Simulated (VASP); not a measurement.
# Te (P3_121) in VASP: notebook

Runs on Te. Level: PBE. Tasks: single point, relaxation of cell and atoms.

Program: VASP 6.6.1. These are calculated values, not measurements. Logs are shortened: lines on timing, memory, paths and dates and some standing lists are left out, and cuts for length are marked.

## 1. The cell of the first run

It takes space group P3_121 (No. 152, trigonal). The conventional cell has a = 4.548 Å, b = 4.548 Å, c = 5.887 Å, α = 90.00°, β = 90.00°, γ = 120.00°. Within 3.8 Å of Te (site symmetry 2) lie 6 Te at 2.88 to 3.52 Å.

## 2. Single point, PBE

INCAR

```
PREC = Accurate
ENCUT = 520
EDIFF = 1E-7
ISMEAR = 0
SIGMA = 0.05
LREAL = F
LASPH = T
NELM = 100
ALGO = Normal
ISIF = 2
LWAVE = F
LCHARG = T
GGA = PE
LELF = T
LVHAR = T
NBANDS = 16
```

KPOINTS

```
Automatic mesh
0
Gamma
  6 6 4
```

POSCAR

```
Te
1.0
    4.5476020331      0.0000000000      0.0000000000
   -2.2738010166      3.9383388870      0.0000000000
    0.0000000000      0.0000000000      5.8872128362
Te
3
Direct
    0.2679623629      0.0000000000      0.8333333333
    0.0000000000      0.2679623629      0.1666666667
    0.7320376371      0.7320376371      0.5000000000
```

Potentials or basis: VASP PAW PBE potentials, release 64 (Te).

Run with:

```sh
$ cat potpaw_PBE.64/Te/POTCAR > POTCAR
$ mpirun -np 1 vasp_std > vasp.out
```

OUTCAR:

```text
PREC = Accurate
   ENCUT = 520
   EDIFF = 1E-7
   ISMEAR = 0
   LREAL = F
   LASPH = T
   NELM = 100
   ISIF = 2
   GGA = PE

 ion  position               nearest neighbor table
   1  0.268  0.000  0.833-   3 2.88   2 2.88   3 3.52   3 3.52   2 3.52   2 3.52
   2  0.000  0.268  0.167-   3 2.88   1 2.88   3 3.52   3 3.52   1 3.52   1 3.52
   3  0.732  0.732  0.500-   1 2.88   2 2.88   2 3.52   1 3.52   1 3.52   2 3.52

  LATTYP: Found a hexagonal cell.
 ALAT       =     4.5476020331
 C/A-ratio  =     1.2945752054

  Lattice vectors:

 A1 = (   4.5476020331,   0.0000000000,   0.0000000000)
 A2 = (  -2.2738010166,   3.9383388870,   0.0000000000)
 A3 = (   0.0000000000,   0.0000000000,   5.8872128362)

Analysis of symmetry for initial positions (statically):
=====================================================================
 Subroutine PRICEL returns:
 Original cell was already a primitive cell.

 Routine SETGRP: Setting up the symmetry group for a
 hexagonal supercell.

 Subroutine GETGRP returns: Found  6 space group operations
 (whereof  2 operations were pure point group operations)
 out of a pool of 24 trial point group operations.

The static configuration has the point symmetry C_2 .
 The point group associated with its full space group is D_3 .

Analysis of symmetry for dynamics (positions and initial velocities):
=====================================================================
 Subroutine PRICEL returns:
 Original cell was already a primitive cell.

 Routine SETGRP: Setting up the symmetry group for a
 hexagonal supercell.

 Subroutine GETGRP returns: Found  6 space group operations
 (whereof  2 operations were pure point group operations)
 out of a pool of 24 trial point group operations.

The dynamic configuration has the point symmetry C_2 .
 The point group associated with its full space group is D_3 .

 Subroutine INISYM returns: Found  6 space group operations
 (whereof  2 operations are pure point group operations),
 and found     1 'primitive' translations

----------------------------------------------------------------------------------------

                                     Primitive cell

  volume of cell :     105.4400

  direct lattice vectors                    reciprocal lattice vectors
     4.547602033  0.000000000  0.000000000     0.219896111  0.126957079  0.000000000
    -2.273801017  3.938338887  0.000000000     0.000000000  0.253914157  0.000000000
     0.000000000  0.000000000  5.887212836     0.000000000  0.000000000  0.169859665

  length of vectors
     4.547602033  4.547602033  5.887212836     0.253914157  0.253914157  0.169859665

  position of ions in fractional coordinates (direct lattice)
     0.267962363  0.000000000  0.833333333
     0.000000000  0.267962363  0.166666667
     0.732037637  0.732037637  0.500000000

  ion indices of the primitive-cell ions
   primitive index   ion index
                 1           1
                 2           2
                 3           3

----------------------------------------------------------------------------------------

 KPOINTS: Automatic mesh

Automatic generation of k-mesh.
 Grid dimensions read from file:
 generate k-points for:    6    6    4

 Generating k-lattice:

  Cartesian coordinates                     Fractional coordinates (reciprocal lattice)
     0.036649352  0.021159513  0.000000000     0.166666667  0.000000000  0.000000000
     0.000000000  0.042319026  0.000000000     0.000000000  0.166666667  0.000000000
     0.000000000  0.000000000  0.042464916     0.000000000  0.000000000  0.250000000

  Length of vectors
     0.042319026  0.042319026  0.042464916

  Shift w.r.t. Gamma in fractional coordinates (k-lattice)
     0.000000000  0.000000000  0.000000000

 Subroutine IBZKPT returns following result:
 ===========================================

 Found     24 irreducible k-points:

 Following reciprocal coordinates:
            Coordinates               Weight
  0.000000  0.000000  0.000000      1.000000
  0.166667  0.000000  0.000000      6.000000
  0.333333 -0.000000  0.000000      6.000000
  0.500000 -0.000000  0.000000      3.000000
  0.166667  0.166667  0.000000      6.000000
  0.333333  0.166667  0.000000     12.000000
[... 16 lines left out ...]
  0.333333  0.166667  0.500000     12.000000
  0.333333  0.333333  0.500000      2.000000
   k-points           NKPTS =     24   k-points in BZ     NKDIM =     24   number of bands    NBANDS=     16
   number of dos      NEDOS =    301   number of ions     NIONS =      3
   total plane-waves  NPLWV =  62208
   dimension x,y,z NGX =    36 NGY =   36 NGZ =   48
   dimension x,y,z NGXF=    72 NGYF=   72 NGZF=   96
   ions per type =               3
   NGX,Y,Z   is equivalent  to a cutoff of  13.16, 13.16, 13.55 a.u.
   NGXF,Y,Z  is equivalent  to a cutoff of  26.32, 26.32, 27.11 a.u.
 SYSTEM =  unknown system
   PREC   = accura    normal or accurate (medium, high low for compatibility)
   ISTART =      0    job   : 0-new  1-cont  2-samecut
   ICHARG =      2    charge: 1-file 2-atom 10-const
   ISPIN  =      1    spin polarized calculation?
   LNONCOLLINEAR =      F non collinear calculations
   LSORBIT =      F    spin-orbit coupling
   LASPH  =      T    aspherical Exc in radial PAW
   ENCUT  =  520.0 eV  38.22 Ry    6.18 a.u.   8.46  8.46 10.95*2*pi/ulx,y,z
   NELM   =    100;   NELMIN=  2; NELMDL= -5     # of ELM steps
   EDIFF  = 0.1E-06   stopping-criterion for ELM
   LREAL  =      F    real-space projection
   EDIFFG = 0.1E-05   stopping-criterion for IOM
   NSW    =      0    number of steps for IOM
   IBRION =     -1    ionic relax: 0-MD 1-quasi-New 2-CG
   NFREE  =      0    steps in history (QN), initial steepest desc. (CG)
   ISIF   =      2    stress and relaxation
   ISYM   =      2    0-nonsym 1-usesym 2-fastsym
   POTIM  = 0.5000    time-step for ionic-motion
   TEBEG  =    0.0;   TEEND  =   0.0 temperature during run
   PSTRESS=    0.0 pullay stress
   NELECT =      18.0000    total number of electrons
   NUPDOWN=      -1.0000    fix difference up-down
   EMIN   =  10.00;   EMAX   =-10.00  energy-range for DOS
   EFERMI =   0.00;   METHOD = LEGACY
   ISMEAR =     0;   SIGMA  =   0.05  broadening in eV -4-tet -1-fermi 0-gaus
   EFERMI_NEDOS =   21; number of points for ismear=-14 and -15
   IALGO  =     38    algorithm
   IMIX   =      4    mixing-type and parameters
     AMIX     =   0.40;   BMIX     =  1.00
     AMIX_MAG =   1.60;   BMIX_MAG =  1.00
  volume/ion in A,a.u.               =      35.15       237.18
  Fermi-wavevector in a.u.,A,eV,Ry     =   0.908163  1.716180 11.221547  0.824760
  Thomas-Fermi vector in A             =   2.032057
   LORBIT       =      0    0 simple, 1 ext, 2 COOP (PROOUT), +10 PAW based schemes
   GGA     = PE    functional components
   LHFCALC =     F    Hartree Fock is set to
   AEXX    =    0.0000 exact exchange contribution
   IVDW    =     0    specifies the selected vdW correction
   LEPSILON=     F    determine dielectric tensor
   LRPA    =     F    only Hartree local field effects (RPA)
 non-spin polarized calculation
 Gauss-broadening in eV      SIGMA  =   0.05
  energy-cutoff  :      520.00
  volume of cell :      105.44
 maximum number of plane-waves:      2914
 NGX is ok and might be reduce to    36
   NGX = 17   NGY = 17   NGZ = 21

 number of electron      17.9999999 magnetization

 Free energy of the ion-electron system (eV)
  ---------------------------------------------------
  ext. energy  EPLUGINS =         0.00000000
  ---------------------------------------------------
  free energy    TOTEN  =        -9.42568220 eV

  energy without entropy =       -9.42568208  energy(sigma->0) =       -9.42568214

 E-fermi :   5.6747     XC(G=0):  -8.9089

 val. band max:        5.5206213664   @ k =   0.3333   0.3333   0.5000
 cond. band min:       5.8233399328   @ k =   0.3333   0.3333   0.5000
 fundamental gap:      0.3027185664
 Fermi energy:         5.6747067252

 k-point     1 :       0.0000    0.0000    0.0000
  band No.  band energies     occupation
      1      -7.8730      2.00000
      2      -4.6646      2.00000
      3      -4.6646      2.00000
      4       2.4600      2.00000
      5       2.7568      2.00000
      6       2.7568      2.00000
[... 8 lines left out ...]
     15      11.3910      0.00000
     16      11.8303      0.00000

 k-point     2 :       0.1667    0.0000    0.0000
  band No.  band energies     occupation
      1      -7.7020      2.00000
      2      -4.7460      2.00000
      3      -4.6311      2.00000
      4       1.5364      2.00000
      5       2.1247      2.00000
      6       2.4378      2.00000
[... 8 lines left out ...]
     15      11.6472      0.00000
     16      12.0910      0.00000

 k-point     3 :       0.3333   -0.0000    0.0000
  band No.  band energies     occupation
      1      -7.2572      2.00000
      2      -5.0814      2.00000
      3      -4.5538      2.00000
      4       0.9070      2.00000
      5       1.4857      2.00000
      6       2.0041      2.00000
[... 8 lines left out ...]
     15      12.4853      0.00000
     16      13.4109      0.00000

 k-point     4 :       0.5000   -0.0000    0.0000
  band No.  band energies     occupation
      1      -6.9200      2.00000
      2      -5.4024      2.00000
      3      -4.5105      2.00000
      4       0.9109      2.00000
      5       1.2815      2.00000
      6       2.0373      2.00000
[... 8 lines left out ...]
     15      13.9450      0.00000
     16      14.2220      0.00000

 k-point     5 :       0.1667    0.1667    0.0000
  band No.  band energies     occupation
      1      -7.3899      2.00000
      2      -4.8992      2.00000
      3      -4.6473      2.00000
      4       1.1021      2.00000
      5       1.3007      2.00000
      6       2.5472      2.00000
[... 8 lines left out ...]
     15      12.2428      0.00000
     16      13.0327      0.00000

 k-point     6 :       0.3333    0.1667    0.0000
  band No.  band energies     occupation
      1      -6.9459      2.00000
      2      -5.2221      2.00000
      3      -4.6928      2.00000
      4       1.0016      2.00000
      5       1.1996      2.00000
      6       2.1900      2.00000
[... 8 lines left out ...]
     15      13.1775      0.00000
     16      13.6127      0.00000

 k-point     7 :       0.3333    0.3333    0.0000
  band No.  band energies     occupation
      1      -6.7582      2.00000
      2      -5.0596      2.00000
      3      -5.0596      2.00000
      4       1.2244      2.00000
      5       1.2244      2.00000
      6       2.6084      2.00000
[... 8 lines left out ...]
     15      11.2833      0.00000
     16      13.9509      0.00000

 k-point     8 :       0.0000    0.0000    0.2500
  band No.  band energies     occupation
      1      -7.6507      2.00000
      2      -5.9638      2.00000
      3      -3.3734      2.00000
      4       2.1717      2.00000
      5       2.5879      2.00000
      6       2.9984      2.00000
[... 8 lines left out ...]
     15      11.3990      0.00000
     16      11.6628      0.00000

 k-point     9 :       0.1667    0.0000    0.2500
  band No.  band energies     occupation
      1      -7.4886      2.00000
      2      -5.8657      2.00000
      3      -3.6193      2.00000
      4       1.7293      2.00000
      5       2.2904      2.00000
      6       2.7550      2.00000
[... 8 lines left out ...]
     15      11.1142      0.00000
     16      11.7258      0.00000
[... 172 lines left out ...]
 k-point    19 :       0.1667    0.0000    0.5000
  band No.  band energies     occupation
      1      -6.8760      2.00000
      2      -6.8380      2.00000
      3      -3.1061      2.00000
      4       1.5948      2.00000
      5       2.4589      2.00000
      6       2.6567      2.00000
[... 8 lines left out ...]
     15      11.3603      0.00000
     16      12.3180      0.00000

 k-point    20 :       0.3333   -0.0000    0.5000
  band No.  band energies     occupation
      1      -6.6039      2.00000
      2      -6.4189      2.00000
      3      -3.8873      2.00000
      4       0.6230      2.00000
      5       1.9819      2.00000
      6       2.2217      2.00000
[... 8 lines left out ...]
     15      12.2656      0.00000
     16      12.6403      0.00000

 k-point    21 :       0.5000   -0.0000    0.5000
  band No.  band energies     occupation
      1      -6.4491      2.00000
      2      -6.0976      2.00000
      3      -4.3718      2.00000
      4       0.0784      2.00000
      5       1.9482      2.00000
      6       1.9708      2.00000
[... 8 lines left out ...]
     15      13.5444      0.00000
     16      13.6378      0.00000

 k-point    22 :       0.1667    0.1667    0.5000
  band No.  band energies     occupation
      1      -6.6588      2.00000
      2      -6.5636      2.00000
      3      -3.6623      2.00000
      4       1.0896      2.00000
      5       1.7719      2.00000
      6       1.9349      2.00000
[... 8 lines left out ...]
     15      12.1080      0.00000
     16      12.3261      0.00000

 k-point    23 :       0.3333    0.1667    0.5000
  band No.  band energies     occupation
      1      -6.3985      2.00000
      2      -6.1849      2.00000
      3      -4.2928      2.00000
      4       0.3532      2.00000
      5       1.2347      2.00000
      6       1.4017      2.00000
[... 8 lines left out ...]
     15      12.2806      0.00000
     16      13.0282      0.00000

 k-point    24 :       0.3333    0.3333    0.5000
  band No.  band energies     occupation
      1      -6.1718      2.00000
      2      -6.1718      2.00000
      3      -4.4753      2.00000
      4       0.5485      2.00000
      5       0.7104      2.00000
      6       0.7104      2.00000
[... 8 lines left out ...]
     15      12.0483      0.00000
     16      12.4709      0.00000

------------------------ aborting loop because EDIFF is reached ----------------------------------------

  FORCE on cell =-STRESS in cart. coord.  units (eV):
  Direction    XX          YY          ZZ          XY          YZ          ZX
  --------------------------------------------------------------------------------------
  -------------------------------------------------------------------------------------
  Total        0.0626070      0.0626070      0.3403362     -0.0000000      0.0000000     -0.0000000
  in kB        0.9513229      0.9513229      5.1714628     -0.0000000      0.0000000     -0.0000000
  external PRESSURE =       2.3580362 kB  Pullay stress =       0.0000000 kB

 VOLUME and BASIS-vectors are now :
 -----------------------------------------------------------------------------
  energy-cutoff  :      520.00
  volume of cell :      105.44
      direct lattice vectors                 reciprocal lattice vectors
     4.547602033  0.000000000  0.000000000     0.219896111  0.126957079  0.000000000
    -2.273801017  3.938338887  0.000000000     0.000000000  0.253914157  0.000000000
     0.000000000  0.000000000  5.887212836     0.000000000  0.000000000  0.169859665

 POSITION                                       TOTAL-FORCE (eV/Angst)
 -----------------------------------------------------------------------------------
      1.21859      0.00000      4.90601         0.011484      0.000000     -0.000000
     -0.60929      1.05533      0.98120        -0.005742      0.009945      0.000000
      1.66451      2.88301      2.94361        -0.005742     -0.009945      0.000000
 -----------------------------------------------------------------------------------
    total drift:                               -0.000000      0.000000      0.000000

  FREE ENERGIE OF THE ION-ELECTRON SYSTEM (eV)
  ---------------------------------------------------
  free  energy   TOTEN  =        -9.4256821979 eV

  energy  without entropy=       -9.4256820822  energy(sigma->0) =       -9.42568214
```

Wall time 40 s (1 thread of Intel Xeon Platinum 8259CL at 2.50GHz (Skylake/Cascade Lake), shared host); peak memory 0.24 GiB.

What came out:

```
Free energy            : -9.4257 eV
Pressure               : 0.2 GPa
Largest force          : 0.011 eV/Å
Band gap on the k mesh : 0.30 eV, direct
```

Forces on the atoms (eV/Å):
```
Te   0.011  0.000  0.000
Te  -0.006  0.010  0.000
Te  -0.006 -0.010  0.000
```

Stress tensor (GPa, compression positive):
```
0.10 0.00 0.00
0.00 0.10 0.00
0.00 0.00 0.52
```

Caveat: spin-orbit coupling is left out, which moves the levels of the heavy elements.

(Continued in part 2 of 2.)
